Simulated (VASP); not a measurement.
# SiC (P1) in VASP: single point with LDA

Aim: the single point of SiC with LDA.

All numbers are computed with VASP 6.6.1; they aren't measurements. Logs are shortened: lines on timing, memory, paths and dates and some standing lists are left out, and cuts for length are marked.

**1. The cell of the first run**

The typed cell holds 16 atoms: a = 3.074 Å, b = 3.074 Å, c = 20.113 Å, α = 90.00°, β = 90.00°, γ = 60.00°.

**2. Single point, LDA**

INCAR

```
SYSTEM = SiC
PREC = Accurate ; ENCUT = 520
EDIFF = 1E-6 ; ISMEAR = -1
SIGMA = 0.05 ; LREAL = Auto
LASPH = .TRUE. ; NELM = 60
ALGO = Normal ; ISIF = 2
LWAVE = .FALSE. ; LCHARG = .FALSE.
NBANDS = 46
```

KPOINTS

```
Automatic mesh
0
G
  5 5 1
  0 0 0
```

POSCAR

```
SiC
1.0
    1.5369600000      2.6620910000      0.0000000000
   -1.5369600000      2.6620910000      0.0000000000
    0.0000000000      0.0000000000     20.1127650000
Si C
8 8
Direct
    0.3490448029      0.3273806086      0.2505776804
    0.6970321821      0.6191459651      0.7496290043
    0.3733679292      0.2653469006      0.6280426883
    0.6428966938      0.6317148803      0.1287141773
   -0.0176629512      0.0378023830     -0.0017919963
   -0.0018227188      0.0210763807      0.4992063995
    0.3589171226      0.3671027618      0.8740734553
    0.6757230375      0.7151385070      0.3747223219
    0.3249889349      0.3720090265      0.9686638312
    0.6733799697      0.6915489527      0.4688922184
   -0.0063240046     -0.0761761804      0.0966113809
    0.0126489167     -0.0752707429      0.5945707117
    0.3803500480      0.3514664076      0.3417542044
    0.6924945789      0.6824787034      0.8433481921
    0.3593469645      0.3180765346      0.7213529816
    0.6610167181      0.6603302982      0.2186090774
```

Potentials or basis: VASP PAW LDA potentials, release 64 (Si, C).

Run with:

```sh
$ cat potpaw_LDA.64/Si/POTCAR potpaw_LDA.64/C/POTCAR > POTCAR
$ mpirun -np 1 vasp_std > vasp.out
```

OUTCAR:

```text
SYSTEM = SiC
   PREC = Accurate
   ENCUT = 520
   EDIFF = 1E-6
   ISMEAR = -1
   LREAL = Auto
   LASPH = .TRUE.
   NELM = 60
   ISIF = 2

 ion  position               nearest neighbor table
   1  0.349  0.327  0.251-  16 1.83  13 1.84  16 1.89  16 1.94   4 2.92   8 2.98   4 3.08   8 3.08
                             4 3.09   8 3.14
   2  0.697  0.619  0.750-  15 1.79  15 1.85  14 1.89  15 1.95   7 2.96   3 2.99   3 3.04   3 3.04
                             7 3.07
   3  0.373  0.265  0.628-  12 1.83  15 1.88  12 1.88  12 1.98   2 2.99   2 3.04   2 3.04   6 3.08
                             6 3.09
   4  0.643  0.632  0.129-  16 1.81  11 1.83  11 1.85  11 1.99   1 2.92   5 3.07   1 3.08   1 3.09

   5  0.982  0.038  0.998-   9 1.85   9 1.87   9 1.90  11 2.01   7 3.00   4 3.07   7 3.07   7 3.13

   6  0.998  0.021  0.499-  10 1.85  10 1.89  10 1.90  12 1.94   8 3.01   3 3.08   3 3.09   8 3.09
                             8 3.11
   7  0.359  0.367  0.874-  14 1.83  14 1.88   9 1.90  14 1.92   2 2.96   5 3.00   2 3.07   5 3.07
                             5 3.13
   8  0.676  0.715  0.375-  13 1.82  13 1.88  10 1.90  13 1.99   1 2.98   6 3.01   1 3.08   6 3.09
                             6 3.11   1 3.14
   9  0.325  0.372  0.969-   5 1.85   5 1.87   5 1.90   7 1.90
  10  0.673  0.692  0.469-   6 1.85   6 1.89   8 1.90   6 1.90
  11  0.994  0.924  0.097-   4 1.83   4 1.85   4 1.99   5 2.01
  12  0.013  0.925  0.595-   3 1.83   3 1.88   6 1.94   3 1.98
  13  0.380  0.351  0.342-   8 1.82   1 1.84   8 1.88   8 1.99
  14  0.692  0.682  0.843-   7 1.83   7 1.88   2 1.89   7 1.92
  15  0.359  0.318  0.721-   2 1.79   2 1.85   3 1.88   2 1.95
  16  0.661  0.660  0.219-   4 1.81   1 1.83   1 1.89   1 1.94

  LATTYP: Found a hexagonal cell.
 ALAT       =     3.0739184332
 C/A-ratio  =     6.5430379619

  Lattice vectors:

 A1 = (   1.5369600000,  -2.6620910000,   0.0000000000)
 A2 = (   1.5369600000,   2.6620910000,   0.0000000000)
 A3 = (   0.0000000000,   0.0000000000,  20.1127650000)

Analysis of symmetry for initial positions (statically):
=====================================================================
 Subroutine PRICEL returns:
 Original cell was already a primitive cell.

 Routine SETGRP: Setting up the symmetry group for a
 hexagonal supercell.

 Subroutine GETGRP returns: Found  1 space group operations
 (whereof  1 operations were pure point group operations)
 out of a pool of 24 trial point group operations.

The static configuration has the point symmetry C_1 .

Analysis of symmetry for dynamics (positions and initial velocities):
=====================================================================
 Subroutine PRICEL returns:
 Original cell was already a primitive cell.

 Routine SETGRP: Setting up the symmetry group for a
 hexagonal supercell.

 Subroutine GETGRP returns: Found  1 space group operations
 (whereof  1 operations were pure point group operations)
 out of a pool of 24 trial point group operations.

The dynamic configuration has the point symmetry C_1 .

 Subroutine INISYM returns: Found  1 space group operations
 (whereof  1 operations are pure point group operations),
 and found     1 'primitive' translations

----------------------------------------------------------------------------------------

                                     Primitive cell

  volume of cell :     164.5839

  direct lattice vectors                    reciprocal lattice vectors
     1.536960000  2.662091000  0.000000000     0.325317510  0.187822280  0.000000000
    -1.536960000  2.662091000  0.000000000    -0.325317510  0.187822280  0.000000000
     0.000000000  0.000000000 20.112765000     0.000000000  0.000000000  0.049719668

  length of vectors
     3.073918433  3.073918433 20.112765000     0.375644368  0.375644368  0.049719668

  position of ions in fractional coordinates (direct lattice)
     0.349044803  0.327380609  0.250577680
     0.697032182  0.619145965  0.749629004
     0.373367929  0.265346901  0.628042688
     0.642896694  0.631714880  0.128714177
     0.982337049  0.037802383  0.998208004
     0.998177281  0.021076381  0.499206399
[... 8 lines left out ...]
     0.359346964  0.318076535  0.721352982
     0.661016718  0.660330298  0.218609077

  ion indices of the primitive-cell ions
   primitive index   ion index
                 1           1
                 2           2
                 3           3
                 4           4
                 5           5
                 6           6
[... 8 lines left out ...]
                15          15
                16          16

----------------------------------------------------------------------------------------

 KPOINTS: Automatic mesh

Automatic generation of k-mesh.
 Grid dimensions read from file:
 generate k-points for:    5    5    1

 Generating k-lattice:

  Cartesian coordinates                     Fractional coordinates (reciprocal lattice)
     0.065063502  0.037564456  0.000000000     0.200000000  0.000000000  0.000000000
    -0.065063502  0.037564456  0.000000000     0.000000000  0.200000000  0.000000000
     0.000000000  0.000000000  0.049719668     0.000000000  0.000000000  1.000000000

  Length of vectors
     0.075128874  0.075128874  0.049719668

  Shift w.r.t. Gamma in fractional coordinates (k-lattice)
     0.000000000  0.000000000  0.000000000

 Subroutine IBZKPT returns following result:
 ===========================================

 Found     13 irreducible k-points:

 Following reciprocal coordinates:
            Coordinates               Weight
  0.000000  0.000000  0.000000      1.000000
  0.200000  0.000000  0.000000      2.000000
  0.200000  0.200000  0.000000      2.000000
  0.000000  0.200000  0.000000      2.000000
  0.400000  0.000000  0.000000      2.000000
  0.400000  0.400000  0.000000      2.000000
  0.000000  0.400000  0.000000      2.000000
  0.400000  0.200000  0.000000      2.000000
  0.200000  0.400000  0.000000      2.000000
 -0.200000  0.200000  0.000000      2.000000
 -0.400000  0.200000  0.000000      2.000000
  0.400000 -0.400000  0.000000      2.000000
 -0.200000  0.400000  0.000000      2.000000
   k-points           NKPTS =     13   k-points in BZ     NKDIM =     13   number of bands    NBANDS=     46
   number of dos      NEDOS =    301   number of ions     NIONS =     16
   total plane-waves  NPLWV =  86400
   dimension x,y,z NGX =    24 NGY =   24 NGZ =  150
   dimension x,y,z NGXF=    48 NGYF=   48 NGZF=  300
   ions per type =               8   8
   NGX,Y,Z   is equivalent  to a cutoff of  12.98, 12.98, 12.40 a.u.
   NGXF,Y,Z  is equivalent  to a cutoff of  25.96, 25.96, 24.80 a.u.
 SYSTEM =  SiC
   PREC   = accura    normal or accurate (medium, high low for compatibility)
   ISTART =      0    job   : 0-new  1-cont  2-samecut
   ICHARG =      2    charge: 1-file 2-atom 10-const
   ISPIN  =      1    spin polarized calculation?
   LNONCOLLINEAR =      F non collinear calculations
   LSORBIT =      F    spin-orbit coupling
   LASPH  =      T    aspherical Exc in radial PAW
   ENCUT  =  520.0 eV  38.22 Ry    6.18 a.u.   5.72  5.72 37.40*2*pi/ulx,y,z
   NELM   =     60;   NELMIN=  2; NELMDL= -5     # of ELM steps
   EDIFF  = 0.1E-05   stopping-criterion for ELM
   LREAL  =      T    real-space projection
   EDIFFG = 0.1E-04   stopping-criterion for IOM
   NSW    =      0    number of steps for IOM
   IBRION =     -1    ionic relax: 0-MD 1-quasi-New 2-CG
   NFREE  =      0    steps in history (QN), initial steepest desc. (CG)
   ISIF   =      2    stress and relaxation
   ISYM   =      2    0-nonsym 1-usesym 2-fastsym
   POTIM  = 0.5000    time-step for ionic-motion
   TEBEG  =    0.0;   TEEND  =   0.0 temperature during run
   PSTRESS=    0.0 pullay stress
   NELECT =      64.0000    total number of electrons
   NUPDOWN=      -1.0000    fix difference up-down
   EMIN   =  10.00;   EMAX   =-10.00  energy-range for DOS
   EFERMI =   0.00;   METHOD = LEGACY
   ISMEAR =    -1;   SIGMA  =   0.05  broadening in eV -4-tet -1-fermi 0-gaus
   EFERMI_NEDOS =   21; number of points for ismear=-14 and -15
   IALGO  =     38    algorithm
   IMIX   =      4    mixing-type and parameters
     AMIX     =   0.40;   BMIX     =  1.00
     AMIX_MAG =   1.60;   BMIX_MAG =  1.00
  volume/ion in A,a.u.               =      10.29        69.42
  Fermi-wavevector in a.u.,A,eV,Ry     =   1.194921  2.258073 19.426880  1.427835
  Thomas-Fermi vector in A             =   2.330899
   LORBIT       =      0    0 simple, 1 ext, 2 COOP (PROOUT), +10 PAW based schemes
   GGA     = CA    functional components
   LHFCALC =     F    Hartree Fock is set to
   AEXX    =    0.0000 exact exchange contribution
   IVDW    =     0    specifies the selected vdW correction
   LEPSILON=     F    determine dielectric tensor
   LRPA    =     F    only Hartree local field effects (RPA)
 non-spin polarized calculation
  energy-cutoff  :      520.00
  volume of cell :      164.58
 maximum number of plane-waves:      4444
   NGX = 11   NGY = 11   NGZ = 75

 number of electron      64.0000000 magnetization

 Free energy of the ion-electron system (eV)
  ---------------------------------------------------
  ext. energy  EPLUGINS =         0.00000000
  ---------------------------------------------------
  free energy    TOTEN  =      -131.91856138 eV

  energy without entropy =     -131.91856006  energy(sigma->0) =     -131.91856072

 E-fermi :   9.4458     XC(G=0): -11.5812

 val. band max:        8.8816722219   @ k =   0.0000   0.0000   0.0000
 cond. band min:      10.0718509234   @ k =   0.0000   0.4000   0.0000
 fundamental gap:      1.1901787015
 Fermi energy:         9.4458013910

 k-point     1 :       0.0000    0.0000    0.0000
  band No.  band energies     occupation
      1      -7.3697      2.00000
      2      -7.0995      2.00000
      3      -6.7793      2.00000
      4      -6.1826      2.00000
      5      -5.8588      2.00000
      6      -4.7579      2.00000
[... 36 lines left out ...]
     43      15.0023      0.00000
     44      15.2154      0.00000
[... 522 lines left out ...]
      3      -3.1052      2.00000
      4      -2.9160      2.00000
      5      -2.6419      2.00000
      6      -2.4503      2.00000
[... 36 lines left out ...]
     43      14.8942      0.00000
     44      15.4348      0.00000
 [bands above 44 left out]

------------------------ aborting loop because EDIFF is reached ----------------------------------------

  FORCE on cell =-STRESS in cart. coord.  units (eV):
  Direction    XX          YY          ZZ          XY          YZ          ZX
  --------------------------------------------------------------------------------------
  -------------------------------------------------------------------------------------
  Total       -3.2443366     -0.5836305     -1.8916733      1.0066977     -0.2655258      0.3733278
  in kB      -31.5826999     -5.6814777    -18.4149051      9.7999180     -2.5848182      3.6342404
  external PRESSURE =     -18.5596943 kB  Pullay stress =       0.0000000 kB

 VOLUME and BASIS-vectors are now :
 -----------------------------------------------------------------------------
  energy-cutoff  :      520.00
  volume of cell :      164.58
      direct lattice vectors                 reciprocal lattice vectors
     1.536960000  2.662091000  0.000000000     0.325317510  0.187822280  0.000000000
    -1.536960000  2.662091000  0.000000000    -0.325317510  0.187822280  0.000000000
     0.000000000  0.000000000 20.112765000     0.000000000  0.000000000  0.049719668

 POSITION                                       TOTAL-FORCE (eV/Angst)
 -----------------------------------------------------------------------------------
      0.03330      1.80071      5.03981        -0.478923     -0.736996     -0.758887
      0.11971      3.50379     15.07711        -1.057358      1.900766      1.076294
      0.16602      1.70032     12.63167        -0.878739     -0.975379     -0.969915
      0.01719      3.39313      2.58880         1.143086     -0.572960     -1.742829
      1.45171      2.71570     20.07672         0.732472     -0.181575      1.784655
      1.50177      2.71335     10.04042         0.538166      0.114232      0.925000
[... 8 lines left out ...]
      0.06343      1.80336     14.50840         0.991392     -1.694585     -1.024599
      0.00105      3.51755      4.39683         0.430458      0.808894      1.298448
 -----------------------------------------------------------------------------------
    total drift:                                0.012328      0.008091      0.012630

  FREE ENERGIE OF THE ION-ELECTRON SYSTEM (eV)
  ---------------------------------------------------
  free  energy   TOTEN  =      -131.9185613814 eV

  energy  without entropy=     -131.9185600601  energy(sigma->0) =     -131.91856072
```

Wall time 92 s (1 thread of Intel Xeon Platinum 8375C at 2.90GHz (Ice Lake), shared host); peak memory 0.24 GiB.

Results:

| Quantity | Value |
| --- | --- |
| Free energy | -131.9186 eV |
| Pressure | -1.9 GPa |
| Largest force | 2.608 eV/Å |
| Band gap on the k mesh | 1.19 eV, indirect (least direct gap 2.57 eV) |

Forces in eV/Å, atoms in the order of the input:
```
Si  -0.479 -0.737 -0.759
Si  -1.057  1.901  1.076
Si  -0.879 -0.975 -0.970
Si   1.143 -0.573 -1.743
Si   0.732 -0.182  1.785
Si   0.538  0.114  0.925
Si   0.314 -1.184  0.384
Si   1.671 -0.254 -0.250
C    0.014 -0.302 -0.649
C   -0.200 -0.488 -0.384
C   -1.719  1.706 -0.968
C    0.181  1.886  0.062
C   -1.530 -0.457  1.262
C   -0.151  0.430 -0.045
C    0.991 -1.695 -1.025
C    0.430  0.809  1.298
```

Stress tensor (GPa, compression positive):
```
-3.16  0.98  0.36
 0.98 -0.57 -0.26
 0.36 -0.26 -1.84
```

Levels at points of the mesh, in eV from the valence-band top:
| k point | band 28 | band 29 | band 30 | band 31 | band 32 | band 33 | band 34 | band 35 | band 36 | band 37 |
| --- | --- | --- | --- | --- | --- | --- | --- | --- | --- | --- |
| (0.00, 0.00, 0.00) | -0.84 | -0.65 | -0.56 | -0.50 | 0.00 | 4.18 | 4.49 | 4.87 | 5.12 | 5.28 |

Caveat: the k points lie up to 0.47 Å⁻¹ apart; forces of over 1 eV/Å act on the atoms, so gaps and moduli don't describe the material at rest. LDA gaps usually lie below the measured ones, often by a third to a half.
